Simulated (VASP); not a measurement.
A run of VASP 6.6.1 is set up as follows.

Contents of INCAR:

```
ALGO = Normal ; EDIFF = 1E-7
ENCUT = 520 ; GGA = PS
ISIF = 2 ; ISMEAR = 0
LASPH = True ; LCHARG = False
LREAL = False ; LWAVE = False
NBANDS = 30 ; NELM = 80
PREC = Accurate ; SIGMA = 0.15
```

The input KPOINTS:

```
k-points
0
Gamma
  12 12 4
```

POSCAR

```
Ag
1.0
    2.8709531720      0.0000000000      0.0000000000
   -1.4354765860      2.4863183800      0.0000000000
    0.0000000000      0.0000000000      9.3380588798
Ag
4
Direct
    0.3333333333      0.6666666667      0.2500000000
    0.6666666667      0.3333333333      0.7500000000
    0.0000000000      0.0000000000      0.0000000000
    0.0000000000      0.0000000000      0.5000000000
```

Potentials or basis: VASP PAW PBE potentials, release 64 (Ag).

Launch:

```console
$ cat potpaw_PBE.64/Ag/POTCAR > POTCAR
$ mpirun -np 1 vasp_std > vasp.out
```

Question: Estimate the band gap on the k mesh.

Answer: Zero (bands 22 and 23 overlap by 6.52 eV).

Question: Predict the pressure.

Answer: -0.1 GPa.

Stress tensor (GPa, compression positive):
```
 0.04  0.00  0.00
 0.00  0.04  0.00
 0.00  0.00 -0.25
```

Caveat: the PAW data sets were made with another functional, which shifts forces and pressure a little.
